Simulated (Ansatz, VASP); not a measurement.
## Sn: VASP beside Ansatz

```
Sn
1.0
    -1.67105    1.72159    2.33834
     1.67105   -1.72159    2.33834
     1.78202    1.82950   -2.33834
Sn
1
Cartesian
  0.0000 0.0000 0.0000
```

Change from the starting cell: strain +0.0625 x Voigt [0, 0, 0, 0, 0, 1], atoms carried along.

Alike in both runs: task single point; functional PBEsol; k mesh 20 × 20 × 20; occupations gaussian, width 0.15 eV; no spin polarisation.

|  | VASP | Ansatz |
| --- | --- | --- |
| version | VASP 6.6.1 | Ansatz 0.2.0 |
| potentials or method | VASP PAW PBE potentials, release 64 (Sn_d), cutoff 520 eV | scalar-relativistic, plane waves, PAW |
| valence electrons in the cell | 14 | 14 |

```tsv
	VASP	Ansatz	Ansatz less VASP
gap on the k mesh at the Fermi level (eV)	none	none	-
pressure (GPa)	-3.6	-3.6	-0.01
traceless stress, the component that is largest in VASP (GPa)	-0.26	-0.26	0.000
```

VASP's potentials were made for PBE, not for PBEsol. A gap of «none» marks a metal or a gap that the smearing closes.
